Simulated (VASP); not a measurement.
# Cs (Pm-3m) in VASP: notebook

Runs on Cs. Level: PBE. Tasks: single point.

All numbers are computed with VASP 6.6.1; they aren't measurements. Logs are shortened: lines on timing, memory, paths and dates and some standing lists are left out, and cuts for length are marked.

## (1) The cell of the first run

Symmetry: Pm-3m, No. 221, cubic system. Conventional cell: a = 3.025 Å, b = 3.025 Å, c = 3.025 Å, α = 90.00°, β = 90.00°, γ = 90.00°. Within 4.0 Å of Cs (site symmetry m-3m) lie 6 Cs at 3.03 Å.

## (2) Single point, PBE

The input, INCAR:

```
SYSTEM = Cs
PREC = Accurate
ENCUT = 520
EDIFF = 1E-6
ISMEAR = -1
SIGMA = 0.1
LREAL = .False.
LASPH = .True.
NELM = 60
ALGO = Normal
ISIF = 2
LWAVE = .False.
LCHARG = .False.
GGA = PE
NBANDS = 10
```

The input, KPOINTS:

```
regular mesh
0
Gamma
  8 8 8
  0 0 0
```

The input, POSCAR:

```
Cs
1.0
    3.0252126364      0.0000000000      0.0000000000
    0.0000000000      3.0252126364      0.0000000000
    0.0000000000      0.0000000000      3.0252126364
Cs
1
Direct
    0.0000000000      0.0000000000      0.0000000000
```

Potentials or basis: VASP PAW PBE potentials, release 64 (Cs_sv).

On the command line:

```bash
> cat potpaw_PBE.64/Cs_sv/POTCAR > POTCAR
> mpirun -np 1 vasp_std > vasp.out
```

OUTCAR:

```text
SYSTEM = Cs
   PREC = Accurate
   ENCUT = 520
   EDIFF = 1E-6
   ISMEAR = -1
   LREAL = .False.
   LASPH = .True.
   NELM = 60
   ISIF = 2
   GGA = PE

 ion  position               nearest neighbor table
   1  0.000  0.000  0.000-

  LATTYP: Found a simple cubic cell.
 ALAT       =     3.0252126364

  Lattice vectors:

 A1 = (   3.0252126364,   0.0000000000,   0.0000000000)
 A2 = (   0.0000000000,   3.0252126364,   0.0000000000)
 A3 = (   0.0000000000,   0.0000000000,   3.0252126364)

Analysis of symmetry for initial positions (statically):
=====================================================================
 Subroutine PRICEL returns:
 Original cell was already a primitive cell.

 Routine SETGRP: Setting up the symmetry group for a
 simple cubic supercell.

 Subroutine GETGRP returns: Found 48 space group operations
 (whereof 48 operations were pure point group operations)
 out of a pool of 48 trial point group operations.

The static configuration has the point symmetry O_h .

Analysis of symmetry for dynamics (positions and initial velocities):
=====================================================================
 Subroutine PRICEL returns:
 Original cell was already a primitive cell.

 Routine SETGRP: Setting up the symmetry group for a
 simple cubic supercell.

 Subroutine GETGRP returns: Found 48 space group operations
 (whereof 48 operations were pure point group operations)
 out of a pool of 48 trial point group operations.

The dynamic configuration has the point symmetry O_h .

 Subroutine INISYM returns: Found 48 space group operations
 (whereof 48 operations are pure point group operations),
 and found     1 'primitive' translations

----------------------------------------------------------------------------------------

                                     Primitive cell

  volume of cell :      27.6865

  direct lattice vectors                    reciprocal lattice vectors
     3.025212636  0.000000000  0.000000000     0.330555277  0.000000000  0.000000000
     0.000000000  3.025212636  0.000000000     0.000000000  0.330555277  0.000000000
     0.000000000  0.000000000  3.025212636     0.000000000  0.000000000  0.330555277

  length of vectors
     3.025212636  3.025212636  3.025212636     0.330555277  0.330555277  0.330555277

  position of ions in fractional coordinates (direct lattice)
     0.000000000  0.000000000  0.000000000

  ion indices of the primitive-cell ions
   primitive index   ion index
                 1           1

----------------------------------------------------------------------------------------

 KPOINTS: regular mesh

Automatic generation of k-mesh.
 Grid dimensions read from file:
 generate k-points for:    8    8    8

 Generating k-lattice:

  Cartesian coordinates                     Fractional coordinates (reciprocal lattice)
     0.041319410  0.000000000  0.000000000     0.125000000  0.000000000  0.000000000
     0.000000000  0.041319410  0.000000000     0.000000000  0.125000000  0.000000000
     0.000000000  0.000000000  0.041319410     0.000000000  0.000000000  0.125000000

  Length of vectors
     0.041319410  0.041319410  0.041319410

  Shift w.r.t. Gamma in fractional coordinates (k-lattice)
     0.000000000  0.000000000  0.000000000

 Subroutine IBZKPT returns following result:
 ===========================================

 Found     35 irreducible k-points:

 Following reciprocal coordinates:
            Coordinates               Weight
  0.000000  0.000000  0.000000      1.000000
  0.125000  0.000000  0.000000      6.000000
  0.250000  0.000000  0.000000      6.000000
  0.375000  0.000000  0.000000      6.000000
  0.500000  0.000000  0.000000      3.000000
  0.125000  0.125000  0.000000     12.000000
[... 16 lines left out ...]
  0.375000  0.375000  0.125000     24.000000
  0.500000  0.375000  0.125000     24.000000
 [... further k-points ...]
   k-points           NKPTS =     35   k-points in BZ     NKDIM =     35   number of bands    NBANDS=     10
   number of dos      NEDOS =    301   number of ions     NIONS =      1
   total plane-waves  NPLWV =  13824
   dimension x,y,z NGX =    24 NGY =   24 NGZ =   24
   dimension x,y,z NGXF=    48 NGYF=   48 NGZF=   48
   ions per type =               1
   NGX,Y,Z   is equivalent  to a cutoff of  13.19, 13.19, 13.19 a.u.
   NGXF,Y,Z  is equivalent  to a cutoff of  26.38, 26.38, 26.38 a.u.
 SYSTEM =  Cs
   PREC   = accura    normal or accurate (medium, high low for compatibility)
   ISTART =      0    job   : 0-new  1-cont  2-samecut
   ICHARG =      2    charge: 1-file 2-atom 10-const
   ISPIN  =      1    spin polarized calculation?
   LNONCOLLINEAR =      F non collinear calculations
   LSORBIT =      F    spin-orbit coupling
   LASPH  =      T    aspherical Exc in radial PAW
   ENCUT  =  520.0 eV  38.22 Ry    6.18 a.u.   5.62  5.62  5.62*2*pi/ulx,y,z
   NELM   =     60;   NELMIN=  2; NELMDL= -5     # of ELM steps
   EDIFF  = 0.1E-05   stopping-criterion for ELM
   LREAL  =      F    real-space projection
[... 7 lines left out ...]
   TEBEG  =    0.0;   TEEND  =   0.0 temperature during run
   PSTRESS=    0.0 pullay stress
   NELECT =       9.0000    total number of electrons
   NUPDOWN=      -1.0000    fix difference up-down
   EMIN   =  10.00;   EMAX   =-10.00  energy-range for DOS
   EFERMI =   0.00;   METHOD = LEGACY
   ISMEAR =    -1;   SIGMA  =   0.10  broadening in eV -4-tet -1-fermi 0-gaus
   EFERMI_NEDOS =   21; number of points for ismear=-14 and -15
   IALGO  =     38    algorithm
   IMIX   =      4    mixing-type and parameters
     AMIX     =   0.40;   BMIX     =  1.00
     AMIX_MAG =   1.60;   BMIX_MAG =  1.00
  volume/ion in A,a.u.               =      27.69       186.84
  Fermi-wavevector in a.u.,A,eV,Ry     =   1.125641  2.127152 17.239491  1.267067
  Thomas-Fermi vector in A             =   2.262319
   LORBIT       =      0    0 simple, 1 ext, 2 COOP (PROOUT), +10 PAW based schemes
   GGA     = PE    functional components
[... 5 lines left out ...]
 non-spin polarized calculation
  energy-cutoff  :      520.00
  volume of cell :       27.69
 maximum number of plane-waves:       768
 NGX is ok and might be reduce to    24
   NGX = 11   NGY = 11   NGZ = 11

 number of electron       9.0000000 magnetization

 Free energy of the ion-electron system (eV)
  ---------------------------------------------------
  ext. energy  EPLUGINS =         0.00000000
  ---------------------------------------------------
  free energy    TOTEN  =         1.35175731 eV

  energy without entropy =        1.37645239  energy(sigma->0) =        1.36410485

 E-fermi :   7.0588     XC(G=0): -10.6630

 val. band max:        6.8602810055   @ k =   0.5000   0.5000   0.3750
 cond. band min:       7.0910950439   @ k =   0.3750   0.2500   0.0000
 fundamental gap:      0.2308140384
 Fermi energy:         7.0587760225

 k-point     1 :       0.0000    0.0000    0.0000
  band No.  band energies     occupation
      1     -18.5919      2.00000
      2      -1.5963      2.00000
      3      -1.5963      2.00000
      4      -1.5963      2.00000
      5       6.8575      1.76425
      6       7.1857      0.43881
      7       7.1857      0.43881
      8      19.3623      0.00000
      9      19.3623      0.00000
     10      19.3623      0.00000

 k-point     2 :       0.1250    0.0000    0.0000
  band No.  band energies     occupation
      1     -18.4512      2.00000
      2      -2.8430      2.00000
      3      -1.4870      2.00000
      4      -1.4870      2.00000
      5       7.1815      0.45319
      6       7.3605      0.09334
      7       8.8170      0.00000
      8      17.2718      0.00000
      9      17.2718      0.00000
     10      19.4965      0.00000

 k-point     3 :       0.2500    0.0000    0.0000
  band No.  band energies     occupation
      1     -18.0803      2.00000
      2      -5.0168      2.00000
      3      -1.2067      2.00000
      4      -1.2067      2.00000
      5       7.8394      0.00081
      6       7.8761      0.00056
      7      11.9760      0.00000
      8      14.8057      0.00000
      9      14.8057      0.00000
     10      17.9103      0.00000

 k-point     4 :       0.3750    0.0000    0.0000
  band No.  band energies     occupation
      1     -17.6516      2.00000
      2      -6.7269      2.00000
      3      -0.8984      2.00000
      4      -0.8984      2.00000
      5       8.4400      0.00000
      6       8.9495      0.00000
      7      12.6005      0.00000
      8      13.1126      0.00000
      9      13.1126      0.00000
     10      16.7211      0.00000

 k-point     5 :       0.5000    0.0000    0.0000
  band No.  band energies     occupation
      1     -17.4511      2.00000
      2      -7.3751      2.00000
      3      -0.7608      2.00000
      4      -0.7608      2.00000
      5       8.7475      0.00000
      6       9.8346      0.00000
      7      11.6663      0.00000
      8      12.5055      0.00000
      9      12.5055      0.00000
     10      15.9242      0.00000

 k-point     6 :       0.1250    0.1250    0.0000
  band No.  band energies     occupation
      1     -18.3106      2.00000
      2      -2.7367      2.00000
      3      -2.7043      2.00000
      4      -1.3785      2.00000
      5       7.4640      0.03418
      6       8.7854      0.00000
      7       9.1496      0.00000
      8      15.3035      0.00000
      9      17.0843      0.00000
     10      17.8791      0.00000
[... 183 lines left out ...]
 k-point    21 :       0.3750    0.2500    0.1250
  band No.  band energies     occupation
      1     -17.0020      2.00000
      2      -6.0847      2.00000
      3      -4.0001      2.00000
      4      -1.6359      2.00000
      5       7.2487      0.26046
      6      10.5486      0.00000
      7      11.6437      0.00000
      8      13.2343      0.00000
      9      15.4469      0.00000
     10      17.7721      0.00000

 k-point    22 :       0.5000    0.2500    0.1250
  band No.  band energies     occupation
      1     -16.8023      2.00000
      2      -6.7258      2.00000
      3      -3.8155      2.00000
      4      -1.4810      2.00000
      5       6.6564      1.96485
      6      10.3835      0.00000
      7      11.4899      0.00000
      8      13.5108      0.00000
      9      15.8823      0.00000
     10      17.7473      0.00000

 k-point    23 :       0.3750    0.3750    0.1250
  band No.  band energies     occupation
      1     -16.5759      2.00000
      2      -5.6734      2.00000
      3      -5.6553      2.00000
      4      -1.3086      2.00000
      5       5.5020      2.00000
      6      11.0210      0.00000
      7      11.8798      0.00000
      8      12.5526      0.00000
      9      18.4173      0.00000
     10      18.5332      0.00000

 k-point    24 :       0.5000    0.3750    0.1250
  band No.  band energies     occupation
      1     -16.3768      2.00000
      2      -6.2995      2.00000
      3      -5.4682      2.00000
      4      -1.1613      2.00000
      5       4.8409      2.00000
      6      11.0444      0.00000
      7      11.7131      0.00000
      8      12.7831      0.00000
      9      18.0393      0.00000
     10      18.8457      0.00000

 [... further k-points ...]
[... 5 lines left out ...]
  --------------------------------------------------------------------------------------
  -------------------------------------------------------------------------------------
  Total        5.4359643      5.4359643      5.4359643     -0.0000000     -0.0000000      0.0000000
  in kB      314.5715639    314.5715639    314.5715639     -0.0000000     -0.0000000      0.0000000
  external PRESSURE =     314.5715639 kB  Pullay stress =       0.0000000 kB

 VOLUME and BASIS-vectors are now :
 -----------------------------------------------------------------------------
  energy-cutoff  :      520.00
  volume of cell :       27.69
      direct lattice vectors                 reciprocal lattice vectors
     3.025212636  0.000000000  0.000000000     0.330555277  0.000000000  0.000000000
     0.000000000  3.025212636  0.000000000     0.000000000  0.330555277  0.000000000
     0.000000000  0.000000000  3.025212636     0.000000000  0.000000000  0.330555277

 POSITION                                       TOTAL-FORCE (eV/Angst)
 -----------------------------------------------------------------------------------
      0.00000      0.00000      0.00000         0.000000      0.000000      0.000000
 -----------------------------------------------------------------------------------
    total drift:                                0.000000      0.000000      0.000000

  FREE ENERGIE OF THE ION-ELECTRON SYSTEM (eV)
  ---------------------------------------------------
  free  energy   TOTEN  =         1.3517573106 eV

  energy  without entropy=        1.3764523862  energy(sigma->0) =        1.36410485
```

Wall time 3.9 s (1 thread of Intel Xeon 6975P-C, shared host); peak memory 0.14 GiB.

What came out:

```yaml
Free_energy: 1.3518 eV
Pressure: 31.5 GPa
```

Caveat: spin-orbit coupling is left out, which moves the levels of the heavy elements.

## (3) Single point, PBE

This run uses another cell than the first one, of 30.45 Å³/atom, 1.100 times its volume.

The input, INCAR:

```
  PREC = Accurate
  ENCUT = 520
  EDIFF = 1E-7
  ISMEAR = -1
  SIGMA = 0.1
  LREAL = False
  LASPH = True
  NELM = 60
  ALGO = Normal
  ISIF = 2
  LWAVE = False
  LCHARG = False
  GGA = PE
  NBANDS = 10
```

The input, KPOINTS:

```
regular mesh
0
Gamma
  8 8 8
```

The input, POSCAR:

```
Cs
1.0
    3.1228406085      0.0000000000      0.0000000000
    0.0000000000      3.1228406085      0.0000000000
    0.0000000000      0.0000000000      3.1228406085
Cs
1
Direct
    0.0000000000      0.0000000000      0.0000000000
```

Potentials or basis: VASP PAW PBE potentials, release 64 (Cs_sv).

On the command line:

```bash
> cat potpaw_PBE.64/Cs_sv/POTCAR > POTCAR
> mpirun -np 1 vasp_std > vasp.out
```

Wall time 5 s (1 thread of Intel Xeon 6975P-C, shared host); peak memory 0.14 GiB.

Results (log left out):

```yaml
Free_energy: 0.9058 eV
Pressure: 21.0 GPa
```

Levels at points of the mesh, in eV from the Fermi level:
| k point | band 3 | band 4 | band 5 | band 6 | band 7 | band 8 |
| --- | --- | --- | --- | --- | --- | --- |
| (0.00, 0.00, 0.00) | -8.99 | -8.99 | -0.69 | 0.22 | 0.22 | 11.33 |
| (0.50, 0.00, 0.00) | -8.31 | -8.31 | 1.64 | 2.18 | 4.09 | 5.14 |
| (0.50, 0.50, 0.00) | -12.94 | -7.69 | -2.74 | 3.64 | 6.59 | 6.59 |
| (0.50, 0.50, 0.50) | -12.09 | -12.09 | -0.66 | -0.66 | -0.66 | 3.72 |

Caveat: spin-orbit coupling is left out, which moves the levels of the heavy elements.

## (4) Single point, PBE

This run uses another cell than the first one, of 36.25 Å³/atom, 1.309 times its volume.

The input, INCAR:

```
SYSTEM = Cs
  ALGO = Normal
  EDIFF = 1E-6
  ENCUT = 520
  GGA = PE
  ISIF = 2
  ISMEAR = -1
  LASPH = .True.
  LCHARG = .True.
  LELF = .True.
  LREAL = .False.
  LVHAR = .True.
  LWAVE = .False.
  NBANDS = 10
  NELM = 100
  PREC = Accurate
  SIGMA = 0.1
```

The input, KPOINTS:

```
k-points
0
Gamma
  8 8 8
  0 0 0
```

The input, POSCAR:

```
Cs
1.0
    3.3095522039      0.0000000000      0.0000000000
    0.0000000000      3.3095522039      0.0000000000
    0.0000000000      0.0000000000      3.3095522039
Cs
1
Direct
    0.0000000000      0.0000000000      0.0000000000
```

On the command line:

```bash
> cat potpaw_PBE.64/Cs_sv/POTCAR > POTCAR
> mpirun -np 1 vasp_std > vasp.out
```

Run time: 7.5 s. Hardware: 1 thread of Intel Xeon 6975P-C, shared host; peak memory 0.15 GiB.

It converged, with:

```
Free energy : 0.3677 eV
Pressure    : 10.4 GPa
```

Levels at points of the mesh, in eV from the Fermi level:
| k point | band 3 | band 4 | band 5 | band 6 | band 7 | band 8 |
| --- | --- | --- | --- | --- | --- | --- |
| (0.00, 0.00, 0.00) | -9.48 | -9.48 | -1.36 | 0.41 | 0.41 | 9.78 |
| (0.50, 0.00, 0.00) | -9.03 | -9.03 | 1.34 | 1.61 | 3.22 | 4.66 |
| (0.50, 0.50, 0.00) | -12.39 | -8.62 | -2.14 | 2.93 | 5.87 | 5.87 |
| (0.50, 0.50, 0.50) | -11.79 | -11.79 | -0.32 | -0.32 | -0.32 | 3.69 |

Caveat: spin-orbit coupling is left out, which moves the levels of the heavy elements.

## (5) Single point, PBE

This run uses another cell than the first one, of 127.73 Å³/atom, 4.613 times its volume.

The input, INCAR:

```
SYSTEM = Cs
  PREC = Accurate
  ENCUT = 520
  EDIFF = 1E-6
  ISMEAR = -1
  SIGMA = 0.1
  LREAL = .False.
  LASPH = .True.
  NELM = 60
  ALGO = Normal
  ISIF = 2
  LWAVE = .False.
  LCHARG = .True.
  GGA = PE
  LELF = .True.
  LVHAR = .True.
  NBANDS = 10
```

The input, KPOINTS:

```
regular mesh
0
Gamma
  8 8 8
  0 0 0
```

The input, POSCAR:

```
Cs
1.0
    5.0361424203      0.0000000000      0.0000000000
    0.0000000000      5.0361424203      0.0000000000
    0.0000000000      0.0000000000      5.0361424203
Cs
1
Direct
    0.0000000000      0.0000000000      0.0000000000
```

On the command line:

```bash
> cat potpaw_PBE.64/Cs_sv/POTCAR > POTCAR
> mpirun -np 1 vasp_std > vasp.out
```

Run time: 25 s. Hardware: 1 thread of Intel Xeon 6975P-C, shared host; peak memory 0.24 GiB.

Results (log left out):

```
Free energy : -0.7777 eV
Pressure    : 0.0 GPa
```

Levels at points of the mesh, in eV from the Fermi level:
```
           k point  band 1  band 2  band 3  band 4  band 5  band 6  band 7  band 8
(0.00, 0.00, 0.00)  -24.06  -10.79  -10.79  -10.79   -1.58    1.35    1.35    4.20
(0.50, 0.00, 0.00)  -24.05  -10.95  -10.78  -10.78   -0.20    0.41    1.76    2.83
(0.50, 0.50, 0.00)  -24.05  -10.93  -10.93  -10.77    0.37    1.15    1.95    1.95
(0.50, 0.50, 0.50)  -24.04  -10.91  -10.91  -10.91    1.09    1.09    1.09    2.95
```

Caveat: spin-orbit coupling is left out, which moves the levels of the heavy elements.

## (6) Overview

```csv
cell,gap on the mesh (eV),pressure (GPa)
"a = 3.025 Å, 1 atom",none,31.5
"a = 3.123 Å, 1 atom",none,21.0
"a = 3.310 Å, 1 atom",none,10.4
"a = 5.036 Å, 1 atom",none,0.0
```

Alike in all rows: task single point; level PBE; potentials or basis VASP PAW PBE potentials, release 64 (Cs_sv); no spin polarisation; k mesh 8 × 8 × 8; cutoff (eV) 520; smearing fermi-dirac 0.1 eV.

Caveats: spin-orbit coupling is left out, which moves the levels of the heavy elements.

Absolute energies hang on the potentials; compare differences alone.
